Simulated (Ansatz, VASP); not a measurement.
## TaF3 in VASP and in Ansatz

```xyz
4
Lattice="3.7842 0.0000 0.0000 0.0000 3.7842 0.0000 0.0000 0.0000 4.0182" Properties=species:S:1:pos:R:3 pbc="T T T"
Ta    0.0000    0.0000    0.0000
F     1.8921    0.0000    0.0000
F     0.0000    1.8921    0.0000
F     0.0000    0.0000    2.0091
```

Change from the starting cell: strain -0.030 along x and y, +0.030 along z, atoms carried along.

Alike in both runs: task single point; functional LDA; k mesh 12 × 12 × 12; occupations gaussian, width 0.15 eV; no spin polarisation.

```csv
,VASP,Ansatz
version,VASP 6.6.1,Ansatz 0.2.0
potentials or method,"VASP PAW LDA potentials, release 64 (Ta_pv, F), cutoff 600 eV","scalar-relativistic, plane waves, PAW"
valence electrons in the cell,32,34
```

Ansatz gave:

| Property | Result |
| --- | --- |
| gap on the k mesh at the Fermi level (eV) | none |
| pressure (GPa) | 23.5 |
| traceless stress, the component that is largest in VASP (GPa) | -17.58 |

Task: Which values does VASP return?

Result: gap on the k mesh at the Fermi level (eV): none; pressure (GPa): 24.4; traceless stress, the component that is largest in VASP (GPa): -17.98.

LDA's correlation is that of Perdew and Zunger in VASP and of Perdew and Wang (1992) in Ansatz. A gap of «none» marks a metal or a gap that the smearing closes. VASP's potentials hold 32 valence electrons a cell and Ansatz's 34, so a difference there can come from the potentials and not from the codes.

Neither program's run includes spin-orbit coupling.
